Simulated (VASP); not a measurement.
# CaMg (P4mm) in VASP: a series of runs

Runs on CaMg. Level: LDA. Tasks: single point.

All numbers are computed with VASP 6.6.1; they aren't measurements. Logs are shortened: lines on timing, memory, paths and dates and some standing lists are left out, and cuts for length are marked.

**1. The cell of the first run**

It takes space group P4mm (No. 99, tetragonal). Conventional cell: a = 3.955 Å, b = 3.955 Å, c = 3.955 Å, α = 90.00°, β = 90.00°, γ = 90.00°. Within 4.3 Å of Ca (site symmetry 4mm) lie 8 Mg at 3.30 to 3.56 Å and 6 Ca at 3.95 Å. Mg (site symmetry 4mm) has 8 Ca at 3.30 to 3.56 Å and 6 Mg at 3.95 Å within 4.3 Å.

**2. Single point, LDA (atoms displaced along a vibrational mode, the cell strained)**

INCAR reads:

```
SYSTEM = CaMg
  PREC = Accurate
  ENCUT = 520
  EDIFF = 1E-6
  ISMEAR = 0
  SIGMA = 0.15
  LREAL = .FALSE.
  LASPH = .TRUE.
  NELM = 60
  ALGO = Fast
  ISIF = 2
  LWAVE = .FALSE.
  LCHARG = .TRUE.
  LELF = .TRUE.
  LVHAR = .TRUE.
  NBANDS = 13
```

KPOINTS reads:

```
Automatic mesh
0
G
  12 12 12
  0 0 0
```

POSCAR reads:

```
CaMg
1.0
    3.9547284438      0.0000000000      0.0000000000
    0.0000000000      3.9547284438      0.0000000000
    0.0000000000      0.0000000000      3.9547284438
Ca Mg
1 1
Direct
    0.0213764553      0.0000000000      0.0000000000
    0.4647510564      0.5000000000      0.5000000000
```

Potentials or basis: VASP PAW LDA potentials, release 64 (Ca_sv, Mg).

The run is started by

```bash
$ cat potpaw_LDA.64/Ca_sv/POTCAR potpaw_LDA.64/Mg/POTCAR > POTCAR
$ mpirun -np 1 vasp_std > vasp.out
```

OUTCAR:

```text
SYSTEM = CaMg
   PREC = Accurate
   ENCUT = 520
   EDIFF = 1E-6
   ISMEAR = 0
   LREAL = .FALSE.
   LASPH = .TRUE.
   NELM = 60
   ISIF = 2

 ion  position               nearest neighbor table
   1  0.021  0.000  0.000-   2 3.30   2 3.30   2 3.30   2 3.30
   2  0.465  0.500  0.500-   1 3.30   1 3.30   1 3.30   1 3.30

  LATTYP: Found a simple cubic cell.
 ALAT       =     3.9547284438

  Lattice vectors:

 A1 = (   3.9547284438,   0.0000000000,   0.0000000000)
 A2 = (   0.0000000000,   3.9547284438,   0.0000000000)
 A3 = (   0.0000000000,   0.0000000000,   3.9547284438)

Analysis of symmetry for initial positions (statically):
=====================================================================
 Subroutine PRICEL returns:
 Original cell was already a primitive cell.

 Routine SETGRP: Setting up the symmetry group for a
 simple cubic supercell.

 Subroutine GETGRP returns: Found  8 space group operations
 (whereof  8 operations were pure point group operations)
 out of a pool of 48 trial point group operations.

The static configuration has the point symmetry C_4v.

Analysis of symmetry for dynamics (positions and initial velocities):
=====================================================================
 Subroutine PRICEL returns:
 Original cell was already a primitive cell.

 Routine SETGRP: Setting up the symmetry group for a
 simple cubic supercell.

 Subroutine GETGRP returns: Found  8 space group operations
 (whereof  8 operations were pure point group operations)
 out of a pool of 48 trial point group operations.

The dynamic configuration has the point symmetry C_4v.

 Subroutine INISYM returns: Found  8 space group operations
 (whereof  8 operations are pure point group operations),
 and found     1 'primitive' translations

----------------------------------------------------------------------------------------

                                     Primitive cell

  volume of cell :      61.8515

  direct lattice vectors                    reciprocal lattice vectors
     3.954728444  0.000000000  0.000000000     0.252861863  0.000000000  0.000000000
     0.000000000  3.954728444  0.000000000     0.000000000  0.252861863  0.000000000
     0.000000000  0.000000000  3.954728444     0.000000000  0.000000000  0.252861863

  length of vectors
     3.954728444  3.954728444  3.954728444     0.252861863  0.252861863  0.252861863

  position of ions in fractional coordinates (direct lattice)
     0.021376455  0.000000000  0.000000000
     0.464751056  0.500000000  0.500000000

  ion indices of the primitive-cell ions
   primitive index   ion index
                 1           1
                 2           2

----------------------------------------------------------------------------------------

 KPOINTS: Automatic mesh

Automatic generation of k-mesh.
 Grid dimensions read from file:
 generate k-points for:   12   12   12

 Generating k-lattice:

  Cartesian coordinates                     Fractional coordinates (reciprocal lattice)
     0.021071822  0.000000000  0.000000000     0.083333333  0.000000000  0.000000000
     0.000000000  0.021071822  0.000000000     0.000000000  0.083333333  0.000000000
     0.000000000  0.000000000  0.021071822     0.000000000  0.000000000  0.083333333

  Length of vectors
     0.021071822  0.021071822  0.021071822

  Shift w.r.t. Gamma in fractional coordinates (k-lattice)
     0.000000000  0.000000000  0.000000000

 Subroutine IBZKPT returns following result:
 ===========================================

 Found    196 irreducible k-points:

 Following reciprocal coordinates:
            Coordinates               Weight
  0.000000  0.000000  0.000000      1.000000
  0.083333  0.000000  0.000000      2.000000
  0.000000  0.083333  0.000000      4.000000
  0.166667  0.000000  0.000000      2.000000
  0.000000  0.166667  0.000000      4.000000
  0.250000  0.000000  0.000000      2.000000
[... 16 lines left out ...]
  0.000000  0.333333  0.083333      8.000000
  0.083333  0.000000  0.333333      8.000000
 [... further k-points ...]
   k-points           NKPTS =    196   k-points in BZ     NKDIM =    196   number of bands    NBANDS=     13
   number of dos      NEDOS =    301   number of ions     NIONS =      2
   total plane-waves  NPLWV =  27000
   dimension x,y,z NGX =    30 NGY =   30 NGZ =   30
   dimension x,y,z NGXF=    60 NGYF=   60 NGZF=   60
   ions per type =               1   1
   NGX,Y,Z   is equivalent  to a cutoff of  12.61, 12.61, 12.61 a.u.
   NGXF,Y,Z  is equivalent  to a cutoff of  25.22, 25.22, 25.22 a.u.
 SYSTEM =  CaMg
   PREC   = accura    normal or accurate (medium, high low for compatibility)
   ISTART =      0    job   : 0-new  1-cont  2-samecut
   ICHARG =      2    charge: 1-file 2-atom 10-const
   ISPIN  =      1    spin polarized calculation?
   LNONCOLLINEAR =      F non collinear calculations
   LSORBIT =      F    spin-orbit coupling
   LASPH  =      T    aspherical Exc in radial PAW
   ENCUT  =  520.0 eV  38.22 Ry    6.18 a.u.   7.35  7.35  7.35*2*pi/ulx,y,z
   NELM   =     60;   NELMIN=  2; NELMDL= -5     # of ELM steps
   EDIFF  = 0.1E-05   stopping-criterion for ELM
   LREAL  =      F    real-space projection
   EDIFFG = 0.1E-04   stopping-criterion for IOM
   NSW    =      0    number of steps for IOM
   IBRION =     -1    ionic relax: 0-MD 1-quasi-New 2-CG
   NFREE  =      0    steps in history (QN), initial steepest desc. (CG)
   ISIF   =      2    stress and relaxation
   ISYM   =      2    0-nonsym 1-usesym 2-fastsym
   POTIM  = 0.5000    time-step for ionic-motion
   TEBEG  =    0.0;   TEEND  =   0.0 temperature during run
   PSTRESS=    0.0 pullay stress
   NELECT =      12.0000    total number of electrons
   NUPDOWN=      -1.0000    fix difference up-down
   EMIN   =  10.00;   EMAX   =-10.00  energy-range for DOS
   EFERMI =   0.00;   METHOD = LEGACY
   ISMEAR =     0;   SIGMA  =   0.15  broadening in eV -4-tet -1-fermi 0-gaus
   EFERMI_NEDOS =   21; number of points for ismear=-14 and -15
   IALGO  =     68    algorithm
   IMIX   =      4    mixing-type and parameters
     AMIX     =   0.40;   BMIX     =  1.00
     AMIX_MAG =   1.60;   BMIX_MAG =  1.00
  volume/ion in A,a.u.               =      30.93       208.70
  Fermi-wavevector in a.u.,A,eV,Ry     =   0.947731  1.790953 12.220681  0.898195
  Thomas-Fermi vector in A             =   2.075853
   LORBIT       =      0    0 simple, 1 ext, 2 COOP (PROOUT), +10 PAW based schemes
   GGA     = CA    functional components
   LHFCALC =     F    Hartree Fock is set to
   AEXX    =    0.0000 exact exchange contribution
   IVDW    =     0    specifies the selected vdW correction
   LEPSILON=     F    determine dielectric tensor
   LRPA    =     F    only Hartree local field effects (RPA)
 non-spin polarized calculation
 RMM-DIIS sequential band-by-band and
 Gauss-broadening in eV      SIGMA  =   0.15
  energy-cutoff  :      520.00
  volume of cell :       61.85
 maximum number of plane-waves:      1743
 NGX is ok and might be reduce to    30
   NGX = 15   NGY = 15   NGZ = 15

 number of electron      11.9999998 magnetization

 Free energy of the ion-electron system (eV)
  ---------------------------------------------------
  ext. energy  EPLUGINS =         0.00000000
  ---------------------------------------------------
  free energy    TOTEN  =        -4.20964340 eV

  energy without entropy =       -4.19030360  energy(sigma->0) =       -4.19997350

 E-fermi :   2.0292     XC(G=0):  -8.4081

 val. band max:        2.0240668801   @ k =   0.2500   0.1667   0.0000
 cond. band min:       2.0293387369   @ k =   0.1667   0.3333   0.3333
 fundamental gap:      0.0052718568
 Fermi energy:         2.0292276573

 k-point     1 :       0.0000    0.0000    0.0000
  band No.  band energies     occupation
      1     -39.0053      2.00000
      2     -20.2821      2.00000
      3     -20.2811      2.00000
      4     -20.2811      2.00000
      5      -3.1090      2.00000
      6       2.9775      0.00000
      7       2.9826      0.00000
      8       5.6791      0.00000
      9       5.6791      0.00000
     10       5.7303      0.00000
     11       6.1492      0.00000
     12       6.1556      0.00000
     13       6.1556      0.00000

 k-point     2 :       0.0833    0.0000    0.0000
  band No.  band energies     occupation
      1     -39.0050      2.00000
      2     -20.2871      2.00000
      3     -20.2807      2.00000
      4     -20.2807      2.00000
      5      -3.0362      2.00000
      6       2.8711      0.00000
      7       3.0205      0.00000
      8       5.4015      0.00000
      9       5.4015      0.00000
     10       5.7413      0.00000
     11       5.9304      0.00000
     12       6.4796      0.00000
     13       6.4796      0.00000

 k-point     3 :       0.0000    0.0833    0.0000
  band No.  band energies     occupation
      1     -39.0050      2.00000
      2     -20.2862      2.00000
      3     -20.2816      2.00000
      4     -20.2807      2.00000
      5      -3.0358      2.00000
      6       2.8751      0.00000
      7       3.0172      0.00000
      8       5.3856      0.00000
      9       5.4266      0.00000
     10       5.7537      0.00000
     11       5.8555      0.00000
     12       6.4841      0.00000
     13       6.5443      0.00000
[... 305 lines left out ...]
 k-point    23 :       0.0000    0.3333    0.0833
  band No.  band energies     occupation
      1     -39.0016      2.00000
      2     -20.3373      2.00000
      3     -20.2811      2.00000
      4     -20.2767      2.00000
      5      -1.9162      2.00000
      6       1.0717      2.00000
      7       3.4208      0.00000
      8       4.2812      0.00000
      9       4.5142      0.00000
     10       5.7479      0.00000
     11       6.0222      0.00000
     12       7.7485      0.00000
     13       8.3585      0.00000

 k-point    24 :       0.0833    0.0000    0.3333
  band No.  band energies     occupation
      1     -39.0016      2.00000
      2     -20.3373      2.00000
      3     -20.2820      2.00000
      4     -20.2757      2.00000
      5      -1.9163      2.00000
      6       1.0716      2.00000
      7       3.4213      0.00000
      8       4.3356      0.00000
      9       4.4539      0.00000
     10       5.7487      0.00000
     11       6.0193      0.00000
     12       7.7653      0.00000
     13       8.3709      0.00000

 [... further k-points ...]
[... 5 lines left out ...]
  --------------------------------------------------------------------------------------
  -------------------------------------------------------------------------------------
  Total       -0.7534763     -0.6021264     -0.6021264      0.0000000      0.0000000      0.0000000
  in kB      -19.5177683    -15.5972581    -15.5972581      0.0000000      0.0000000      0.0000000
  external PRESSURE =     -16.9040949 kB  Pullay stress =       0.0000000 kB

 VOLUME and BASIS-vectors are now :
 -----------------------------------------------------------------------------
  energy-cutoff  :      520.00
  volume of cell :       61.85
      direct lattice vectors                 reciprocal lattice vectors
     3.954728444  0.000000000  0.000000000     0.252861863  0.000000000  0.000000000
     0.000000000  3.954728444  0.000000000     0.000000000  0.252861863  0.000000000
     0.000000000  0.000000000  3.954728444     0.000000000  0.000000000  0.252861863

 POSITION                                       TOTAL-FORCE (eV/Angst)
 -----------------------------------------------------------------------------------
      0.08454      0.00000      0.00000        -0.457202      0.000000     -0.000000
      1.83796      1.97736      1.97736         0.457202     -0.000000      0.000000
 -----------------------------------------------------------------------------------
    total drift:                                0.001397      0.000000      0.000000

  FREE ENERGIE OF THE ION-ELECTRON SYSTEM (eV)
  ---------------------------------------------------
  free  energy   TOTEN  =        -4.2096434015 eV

  energy  without entropy=       -4.1903036024  energy(sigma->0) =       -4.19997350
```

It took 72 s on 1 thread of Intel Xeon 6975P-C (Granite Rapids), shared host; peak memory 0.29 GiB.

What came out:

```yaml
Free_energy: -4.2096 eV
Pressure: -1.7 GPa
Largest_force: 0.457 eV/Å
Band_gap_on_the_k_mesh: zero (bands 6 and 7 overlap by 1.25 eV)
```

Forces on the atoms (eV/Å):
```
Ca  -0.457  0.000  0.000
Mg   0.457  0.000  0.000
```

Stress tensor (GPa, compression positive):
```
-1.95  0.00  0.00
 0.00 -1.56  0.00
 0.00  0.00 -1.56
```

Levels at points of the mesh, in eV from the Fermi level:
| k point | band 2 | band 3 | band 4 | band 5 | band 6 | band 7 | band 8 | band 9 | band 10 | band 11 |
| --- | --- | --- | --- | --- | --- | --- | --- | --- | --- | --- |
| (0.00, 0.00, 0.00) | -22.31 | -22.31 | -22.31 | -5.14 | 0.95 | 0.95 | 3.65 | 3.65 | 3.70 | 4.12 |
| (0.50, 0.00, 0.00) | -22.39 | -22.30 | -22.30 | -2.96 | -2.38 | 1.66 | 2.23 | 2.23 | 3.87 | 4.45 |
| (0.00, 0.50, 0.00) | -22.39 | -22.30 | -22.30 | -2.92 | -2.42 | 1.68 | 2.19 | 2.25 | 3.88 | 4.44 |
| (0.50, 0.50, 0.00) | -22.38 | -22.38 | -22.30 | -1.89 | -0.30 | -0.26 | 0.33 | 2.73 | 2.78 | 4.47 |
| (0.00, 0.50, 0.50) | -22.38 | -22.38 | -22.30 | -1.90 | -0.27 | -0.27 | 0.30 | 2.80 | 2.80 | 4.47 |
| (0.50, 0.50, 0.50) | -22.37 | -22.37 | -22.37 | -0.35 | -0.30 | -0.30 | 1.37 | 2.74 | 2.74 | 2.78 |

Caveat: the cell differs from its parent crystal (atoms displaced along a vibrational mode, the cell strained).

**3. Single point, LDA (atoms displaced along a vibrational mode, the cell strained)**

INCAR reads:

```
SYSTEM = CaMg
PREC     = Accurate       ! precision mode
ENCUT    = 520            ! plane-wave cutoff, eV
EDIFF    = 1E-6           ! SCF threshold, eV
ISMEAR   = 0              ! smearing method
SIGMA    = 0.15           ! smearing width, eV
LREAL    = .False.        ! projectors in reciprocal space
LASPH    = .True.         ! aspherical terms in the spheres
NELM     = 60             ! most SCF steps
ALGO     = Fast           ! electronic algorithm
ISIF     = 2              ! what is computed and relaxed
LWAVE    = .False.        ! write WAVECAR
LCHARG   = .True.         ! write CHGCAR
LELF     = .True.         ! ELF
LVHAR    = .True.       
NBANDS   = 13             ! bands
```

KPOINTS reads:

```
Automatic mesh
0
Gamma
  12 12 12
  0 0 0
```

POSCAR reads:

```
CaMg
1.0
    3.9547284438      0.0000000000      0.0000000000
    0.0000000000      3.9547284438      0.0000000000
    0.0000000000      0.0000000000      3.9547284438
Ca Mg
1 1
Direct
    0.0171011642      0.0000000000      0.0000000000
    0.4718008451      0.5000000000      0.5000000000
```

Potentials or basis: VASP PAW LDA potentials, release 64 (Ca_sv, Mg).

The run is started by

```bash
$ cat potpaw_LDA.64/Ca_sv/POTCAR potpaw_LDA.64/Mg/POTCAR > POTCAR
$ mpirun -np 1 vasp_std > vasp.out
```

OUTCAR:

```text
SYSTEM = CaMg
   PREC = Accurate
   ENCUT = 520
   EDIFF = 1E-6
   ISMEAR = 0
   LREAL = .False.
   LASPH = .True.
   NELM = 60
   ISIF = 2

 ion  position               nearest neighbor table
   1  0.017  0.000  0.000-   2 3.32   2 3.32   2 3.32   2 3.32
   2  0.472  0.500  0.500-   1 3.32   1 3.32   1 3.32   1 3.32

  LATTYP: Found a simple cubic cell.
 ALAT       =     3.9547284438

  Lattice vectors:

 A1 = (   3.9547284438,   0.0000000000,   0.0000000000)
 A2 = (   0.0000000000,   3.9547284438,   0.0000000000)
 A3 = (   0.0000000000,   0.0000000000,   3.9547284438)

[... 562 lines left out ...]
     10       5.7526      0.00000
     11       6.0274      0.00000
     12       7.7572      0.00000
     13       8.3636      0.00000

 [... further k-points ...]
[... 5 lines left out ...]
  --------------------------------------------------------------------------------------
  -------------------------------------------------------------------------------------
  Total       -0.7585845     -0.6618519     -0.6618519     -0.0000000      0.0000000      0.0000000
  in kB      -19.6500904    -17.1443652    -17.1443652     -0.0000000      0.0000000      0.0000000
  external PRESSURE =     -17.9796070 kB  Pullay stress =       0.0000000 kB

 VOLUME and BASIS-vectors are now :
 -----------------------------------------------------------------------------
  energy-cutoff  :      520.00
  volume of cell :       61.85
      direct lattice vectors                 reciprocal lattice vectors
     3.954728444  0.000000000  0.000000000     0.252861863  0.000000000  0.000000000
     0.000000000  3.954728444  0.000000000     0.000000000  0.252861863  0.000000000
     0.000000000  0.000000000  3.954728444     0.000000000  0.000000000  0.252861863

 POSITION                                       TOTAL-FORCE (eV/Angst)
 -----------------------------------------------------------------------------------
      0.06763      0.00000      0.00000        -0.367217      0.000000     -0.000000
      1.86584      1.97736      1.97736         0.367217     -0.000000      0.000000
 -----------------------------------------------------------------------------------
    total drift:                                0.001065      0.000000      0.000000

  FREE ENERGIE OF THE ION-ELECTRON SYSTEM (eV)
  ---------------------------------------------------
  free  energy   TOTEN  =        -4.2281331969 eV

  energy  without entropy=       -4.2088373874  energy(sigma->0) =       -4.21848529
```

OSZICAR:

```text
N       E                     dE             d eps       ncg     rms          rms(c)
DAV:   1     0.661286633029E+02    0.66129E+02   -0.53606E+03  5096   0.791E+02
DAV:   2    -0.217948982657E+01   -0.68308E+02   -0.67130E+02  5761   0.200E+02
DAV:   3    -0.420849195257E+01   -0.20290E+01   -0.19975E+01  8328   0.307E+01
DAV:   4    -0.428668866328E+01   -0.78197E-01   -0.78025E-01  6089   0.510E+00
DAV:   5    -0.428850112590E+01   -0.18125E-02   -0.18120E-02  7676   0.674E-01    0.267E+00
RMM:   6    -0.423936123473E+01    0.49140E-01   -0.48203E-02  5641   0.157E+00    0.170E+00
RMM:   7    -0.422958950145E+01    0.97717E-02   -0.65888E-02  6600   0.200E+00    0.292E-01
RMM:   8    -0.422796750144E+01    0.16220E-02   -0.13499E-02  5681   0.127E+00    0.419E-02
RMM:   9    -0.422808667714E+01   -0.11918E-03   -0.22684E-03  7275   0.551E-01    0.215E-02
RMM:  10    -0.422812102551E+01   -0.34348E-04   -0.48231E-04  7666   0.207E-01    0.134E-02
RMM:  11    -0.422813042019E+01   -0.93947E-05   -0.13252E-04  7399   0.105E-01    0.147E-02
RMM:  12    -0.422813117757E+01   -0.75738E-06   -0.50549E-05  7751   0.651E-02    0.535E-03
RMM:  13    -0.422813255914E+01   -0.13816E-05   -0.15160E-05  7825   0.300E-02    0.156E-03
RMM:  14    -0.422813319686E+01   -0.63771E-06   -0.54183E-06  6574   0.129E-02
   1 F= -.42281332E+01 E0= -.42184853E+01  d E =-.192958E-01
```

Wall time 72 s (1 thread of Intel Xeon 6975P-C (Granite Rapids), shared host); peak memory 0.29 GiB.

Results:

| Item | Value |
| --- | --- |
| Free energy | -4.2281 eV |
| Pressure | -1.8 GPa |
| Largest force | 0.367 eV/Å |
| Band gap on the k mesh | zero (bands 6 and 7 overlap by 1.26 eV) |

Forces on the atoms (eV/Å):
```
Ca  -0.367  0.000  0.000
Mg   0.367  0.000  0.000
```

Caveat: the cell differs from its parent crystal (atoms displaced along a vibrational mode, the cell strained).

[end of part 1 of 2]
